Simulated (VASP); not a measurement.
# SiO2: single point with LDA

SiO2:

```
Si O
1.0
     6.90636    0.00000    0.00000
     0.00000    6.90636    0.00000
     0.00000    0.00000    6.90636
Si O
8 16
Cartesian
  2.0231 2.0231 2.0231
  1.4300 4.8832 5.4763
  5.4763 1.4300 4.8832
  4.8832 5.4763 1.4300
  7.0869 7.0869 7.0869
  3.2726 -0.1806 3.6338
  3.6338 3.2726 -0.1806
  -0.1806 3.6338 3.2726
  1.0997 1.0997 1.0997
  2.3535 5.8067 4.5529
  4.5529 2.3535 5.8067
  5.8067 4.5529 2.3535
  4.4019 4.6527 0.1352
  5.9577 2.2536 3.5884
  0.9487 5.7068 6.7712
  2.5045 1.1995 3.3180
  0.1352 4.4019 4.6527
  3.5884 5.9577 2.2536
  6.7712 0.9487 5.7068
  3.3180 2.5045 1.1995
  4.6527 0.1352 4.4019
  2.2536 3.5884 5.9577
  5.7068 6.7712 0.9487
  1.1995 3.3180 2.5045
```

This cell differs from its parent crystal: volume scaled by 0.94, then relaxed in part.

* Program: VASP 6.6.1
* Task: single point
* Functional: LDA
* Potentials or basis: VASP PAW LDA potentials, release 64 (Si, O)
* Cutoff: 520 eV
* k mesh: 4 × 4 × 4
* Occupations: gaussian, width 0.02 eV
* Spin: no spin polarisation
* Dipole correction: no
* Further INCAR settings: LREAL = Auto; ALGO = Normal; EDIFF = 1e-06; NBANDS = 82

```yaml
Pressure: 1.4 GPa
Largest_force: 0.063 eV/Å
Band_gap_on_the_k_mesh: 5.78 eV, indirect (least direct gap 5.79 eV)
```

Forces on the atoms (eV/Å):
```
Si  -0.003 -0.003 -0.003
Si   0.003  0.003 -0.003
Si  -0.003  0.003  0.003
Si   0.003 -0.003  0.003
Si   0.036  0.036  0.036
Si  -0.036 -0.036  0.036
Si   0.036 -0.036 -0.036
Si  -0.036  0.036 -0.036
O    0.013  0.013  0.013
O   -0.013 -0.013  0.013
O    0.013 -0.013 -0.013
O   -0.013  0.013 -0.013
O    0.005  0.018 -0.032
O   -0.005 -0.018 -0.032
O    0.005 -0.018  0.032
O   -0.005  0.018  0.032
O   -0.032  0.005  0.018
O   -0.032 -0.005 -0.018
O    0.032  0.005 -0.018
O    0.032 -0.005  0.018
O    0.018 -0.032  0.005
O   -0.018 -0.032 -0.005
O   -0.018  0.032  0.005
O    0.018  0.032 -0.005
```

Levels at points of the mesh, in eV from the valence-band top:
```
           k point  band 61  band 62  band 63  band 64  band 65  band 66  band 67  band 68
(0.00, 0.00, 0.00)    -0.30    -0.02    -0.02    -0.02     5.78     8.83     8.83     8.83
(0.50, 0.00, 0.00)    -0.19    -0.19    -0.16    -0.16     7.02     7.02     8.90     8.90
(0.50, 0.50, 0.00)    -0.23    -0.23    -0.09    -0.09     7.86     7.86     7.92     7.92
(0.50, 0.50, 0.50)     0.00     0.00     0.00     0.00     8.24     8.24     8.24     8.24
```

It took 8.3 min on 1 thread of AMD EPYC 7R43 64-Core Processor (Zen 3), with other jobs on the host, peak memory 0.37 GiB.

 A k mesh can miss the band edges.
